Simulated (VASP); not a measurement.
A run of VASP 6.6.1:

The input INCAR:

```
SYSTEM = InSb
PREC     = Accurate       ! precision mode
ENCUT    = 500            ! plane-wave cutoff, eV
EDIFF    = 1E-6           ! SCF threshold, eV
ISMEAR   = 0              ! smearing method
SIGMA    = 0.15           ! smearing width, eV
LREAL    = .False.        ! projectors in reciprocal space
LASPH    = .True.         ! aspherical terms in the spheres
NELM     = 120            ! most SCF steps
ALGO     = Normal         ! electronic algorithm
ISIF     = 2              ! what is computed and relaxed
LWAVE    = .False.        ! write WAVECAR
LCHARG   = .False.        ! write CHGCAR
GGA      = PS             ! functional
NBANDS   = 16             ! bands
GGA_COMPAT= .False.
```

Contents of KPOINTS:

```
Automatic mesh
0
Gamma
  16 16 8
  0 0 0
```

The input POSCAR:

```
InSb
1.0
    3.0361886953      0.0000000000      0.0000000000
    0.0000000000      3.0361886953      0.0000000000
    0.0000000000      0.0000000000      6.0963559048
In Sb
1 1
Direct
    0.0000000000      0.0000000000      0.0000000000
    0.0000000000      0.0000000000      0.5000000000
```

Potentials or basis: VASP PAW PBE potentials, release 64 (In_d, Sb).

The run is started by

```sh
$ cat potpaw_PBE.64/In_d/POTCAR potpaw_PBE.64/Sb/POTCAR > POTCAR
$ mpirun -np 1 vasp_std > vasp.out
```

Hardware: 1 thread of AMD EPYC 7R43 64-Core Processor (Zen 3) (shared host).

Estimate the wall time of this run.

It took 2.9 min on 1 thread of AMD EPYC 7R43 64-Core Processor (Zen 3) (shared host), peak memory 0.29 GiB. Counts: scf iterations 11, k points 225.
